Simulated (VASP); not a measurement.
The system is P.

```
CELL_PARAMETERS angstrom
0.00000 2.65665 2.65665
2.65665 0.00000 2.65665
2.65665 2.65665 0.00000
ATOMIC_POSITIONS crystal
P 0.87500 0.87500 0.87500
P 0.12500 0.12500 0.12500
```

This isn't the form of P at room conditions, which is orthorhombic.

```yaml
Program: VASP 6.6.1
Task: relaxation of cell and atoms
Functional: PBEsol
Potentials_or_basis: VASP PAW PBE potentials, release 64 (P)
Cutoff: 600 eV
k_mesh: 12 × 12 × 12
Occupations: fermi-dirac, width 0.08 eV
Spin: no spin polarisation
```

At the start: pressure 2.4 GPa; volume 18.75 Å³/atom.

Task: Where does the relaxation end?

Result: Over 3 steps the energy falls by 6.0 meV/atom and the volume is 19.59 Å³/atom (+4.5 %); space group Fd-3m (No. 227, to 0.1 Å) before and after.

The path:
| step | energy change (eV) | largest force (eV/Å) | pressure (GPa) | volume (Å³) |
| --- | --- | --- | --- | --- |
| 1 | 0.0000 | 0.0000 | 2.36 | 37.50 |
| 2 | -0.0119 | 0.0000 | 0.21 | 39.02 |
| 3 | -0.0120 | 0.0000 | 0.00 | 39.18 |

Final structure:
```cif
data_structure
_symmetry_space_group_name_H-M 'P 1'
_symmetry_Int_Tables_number 1
_cell_length_a 3.8124
_cell_length_b 3.8124
_cell_length_c 3.8124
_cell_angle_alpha 60.000
_cell_angle_beta 60.000
_cell_angle_gamma 60.000
_cell_volume 39.18
loop_
_atom_site_label
_atom_site_type_symbol
_atom_site_fract_x
_atom_site_fract_y
_atom_site_fract_z
_atom_site_occupancy
P1 P 0.87500 0.87500 0.87500 1
P2 P 0.12500 0.12500 0.12500 1
```

Caveat: the PAW data sets were made with another functional, which shifts forces and pressure a little.
